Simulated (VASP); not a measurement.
Set up this calculation in VASP 6.6.1, as the native input.

```
Task                            : G0W0 quasiparticle levels
Functional                      : PBE
Potentials or basis             : VASP PAW PBE potentials, release 64 (Ba_sv_GW, F_GW)
Cutoff                          : 500 eV
k mesh                          : 4 × 4 × 4
Occupations                     : gaussian, width 0.01 eV
Spin                            : no spin polarisation
Dipole correction               : no
GW scheme                       : G0W0
GW iterations                   : 1
Cutoff of the response function : 140
Frequency points                : 96
Empty bands                     : 223
Further INCAR settings          : ALGO = EVGW0; EDIFF = 1e-08; NBANDS = 235
```

The system is BaF2.

```
Ba F
1.0
     0.00000    3.09716    3.09716
     3.09716    0.00000    3.09716
     3.09716    3.09716    0.00000
Ba F
1 2
Direct
  0.00000 0.00000 0.00000
  0.25000 0.25000 0.25000
  0.75000 0.75000 0.75000
```

These files were run (other wordings do the same):

POSCAR

```
BaF2
1.0
    0.0000000000      3.0971637728      3.0971637728
    3.0971637728      0.0000000000      3.0971637728
    3.0971637728      3.0971637728      0.0000000000
Ba F
1 2
Direct
    0.0000000000      0.0000000000      0.0000000000
    0.2500000000      0.2500000000      0.2500000000
    0.7500000000      0.7500000000      0.7500000000
```

INCAR.step1

```
SYSTEM = BaF2
ALGO     = Normal         ! electronic algorithm
EDIFF    = 1E-8           ! SCF threshold, eV
ENCUT    = 500            ! plane-wave cutoff, eV
GGA      = PE             ! functional
ISMEAR   = 0              ! smearing method
LASPH    = .TRUE.         ! aspherical terms in the spheres
LCHARG   = .FALSE.        ! write CHGCAR
LREAL    = .FALSE.        ! projectors in reciprocal space
LWAVE    = .TRUE.         ! write WAVECAR
NELM     = 100            ! most SCF steps
PREC     = Accurate       ! precision mode
SIGMA    = 0.01           ! smearing width, eV
```

INCAR.step2

```
SYSTEM = BaF2
ALGO     = Exact          ! electronic algorithm
EDIFF    = 1E-8           ! SCF threshold, eV
ENCUT    = 500            ! plane-wave cutoff, eV
GGA      = PE             ! functional
ISMEAR   = 0              ! smearing method
ISTART   = 1            
LASPH    = .TRUE.         ! aspherical terms in the spheres
LCHARG   = .FALSE.        ! write CHGCAR
LOPTICS  = .TRUE.         ! frequency-dependent dielectric function
LREAL    = .FALSE.        ! projectors in reciprocal space
LWAVE    = .TRUE.         ! write WAVECAR
NBANDS   = 235            ! bands
NELM     = 1              ! most SCF steps
PREC     = Accurate       ! precision mode
SIGMA    = 0.01           ! smearing width, eV
```

INCAR.step3

```
SYSTEM = BaF2
ALGO     = EVGW0          ! electronic algorithm
EDIFF    = 1E-8           ! SCF threshold, eV
ENCUT    = 500            ! plane-wave cutoff, eV
ENCUTGW  = 140.0          ! cutoff of the response function
GGA      = PE             ! functional
ISMEAR   = 0              ! smearing method
ISTART   = 1            
LASPH    = .TRUE.         ! aspherical terms in the spheres
LCHARG   = .FALSE.        ! write CHGCAR
LREAL    = .FALSE.        ! projectors in reciprocal space
LWAVE    = .FALSE.        ! write WAVECAR
NBANDS   = 235            ! bands
NBANDSGW = 20           
NELMGW   = 1            
NOMEGA   = 96             ! frequency points
OMEGAMAX = 20           
PREC     = Accurate       ! precision mode
PRECFOCK = Fast         
SIGMA    = 0.01           ! smearing width, eV
```

KPOINTS

```
k-points
0
G
  4 4 4
  0 0 0
```

Potentials or basis: VASP PAW PBE potentials, release 64 (Ba_sv_GW, F_GW).

Run with:

```bash
$ cat potpaw_PBE.64/Ba_sv_GW/POTCAR potpaw_PBE.64/F_GW/POTCAR > POTCAR
$ cp INCAR.step1 INCAR
$ mpirun -np 1 vasp_std > vasp.out
$ cp INCAR.step2 INCAR
$ mpirun -np 1 vasp_std > vasp.out
$ cp INCAR.step3 INCAR
$ mpirun -np 1 vasp_std > vasp.out
```

It gave:

* Quasiparticle gap: 9.49 eV
* Least direct quasiparticle gap: 9.61 eV
* Band gap of the starting levels on the mesh: 6.84 eV
* Least direct gap of the starting levels on the mesh: 6.94 eV

Caveat: the k points lie up to 0.44 Å⁻¹ apart; bands, screening cutoff and mesh are small and nothing is extrapolated, so the quasiparticle values aren't converged; spin-orbit coupling is left out, which moves the levels of the heavy elements.

Wall time 8.8 min on 1 thread of AMD EPYC 7R13 Processor (Zen 3) (shared host), peak memory 0.69 GiB.
